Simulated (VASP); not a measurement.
A run of VASP 6.6.1 is set up as follows.

File INCAR:

```
SYSTEM = TbC4
PREC = Accurate
ENCUT = 600
EDIFF = 1E-7
ISMEAR = 0
SIGMA = 0.1
LREAL = .False.
LASPH = .True.
NELM = 200
ALGO = Normal
ISIF = 3
LWAVE = .False.
LCHARG = .False.
GGA = PE
IBRION = 2
NSW = 100
EDIFFG = -0.01
GGA_COMPAT = .False.
NELMIN = 4
LMAXMIX = 6
```

The input KPOINTS:

```
regular mesh
0
Gamma
  18 18 6
  0 0 0
```

Contents of POSCAR:

```
TbC4
1.0
    2.6724046001      0.0000000000      0.0000000000
   -1.3362023001      2.3143702729      0.0000000000
    0.0000000000      0.0000000000      8.1025023752
Tb C
1 4
Direct
    0.0000000000      0.0000000000      0.0000000000
    0.3333333333      0.6666666667      0.7304204432
    0.3333333333      0.6666666667      0.2695795568
    0.6666666667      0.3333333333      0.2695795568
    0.6666666667      0.3333333333      0.7304204432
```

Potentials or basis: VASP PAW PBE potentials, release 64 (Tb_3, C), 4f in core.

The run is started by

```console
$ cat potpaw_PBE.64/Tb_3/POTCAR potpaw_PBE.64/C/POTCAR > POTCAR
$ mpirun -np 1 vasp_std > vasp.out
```

Question: Estimate the band gap on the k mesh.

Answer: Zero (an odd number of electrons rules out a gap without spin polarisation).

Question: Estimate the relaxed volume.

Answer: 10.08 Å³/atom.

Question: What does it give for the space group after relaxing (to 0.1 Å)?

Answer: P6/mmm (No. 191).

Forces in eV/Å, atoms in the order of the input:
```
Tb   0.000  0.000  0.000
C    0.000  0.000 -0.003
C    0.000  0.000  0.003
C    0.000  0.000  0.003
C    0.000  0.000 -0.003
```

Caveat: spin-orbit coupling is left out, which moves the levels of the heavy elements; this functional lacks dispersion, which binds the layers, so the pressure and a relaxed spacing across them are unreliable; the 4f electrons are frozen in the core, so they carry no moment and show no levels. Spin polarisation is off, so any magnetic state and its effect on volume and gap are missing.
